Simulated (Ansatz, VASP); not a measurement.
Two plane-wave programs on InPd

```
CELL_PARAMETERS angstrom
3.27188 0.00000 0.00000
0.00000 3.27188 0.00000
0.00000 0.00000 3.27188
ATOMIC_POSITIONS crystal
In 0.00000 0.00000 0.00000
Pd 0.45137 0.45137 0.50000
```

Alike in both runs: task single point; functional PBE; k mesh 14 × 14 × 14; occupations gaussian, width 0.15 eV; no spin polarisation.

|  | VASP | Ansatz |
| --- | --- | --- |
| version | VASP 6.6.1 | Ansatz 0.2.0 |
| potentials or method | VASP PAW PBE potentials, release 64 (In_d, Pd), cutoff 520 eV | scalar-relativistic, plane waves, PAW |
| valence electrons in the cell | 23 | 31 |

|  | VASP | Ansatz | Ansatz less VASP |
| --- | --- | --- | --- |
| gap on the k mesh at the Fermi level (eV) | none | none | - |
| pressure (GPa) | 6.2 | 6.2 | -0.04 |
| traceless stress, the component that is largest in VASP (GPa) | 2.56 | 2.54 | -0.017 |
| rms of the force components (eV/Å) | 0.617 | 0.610 | -0.0071 |

Atom by atom the forces differ by 0.007 eV/Å (rms over components). A gap of «none» marks a metal or a gap that the smearing closes. The functional is the same, so the differences come from potentials, cutoffs and numerics. VASP's potentials hold 23 valence electrons a cell and Ansatz's 31, so a difference there can come from the potentials and not from the codes.
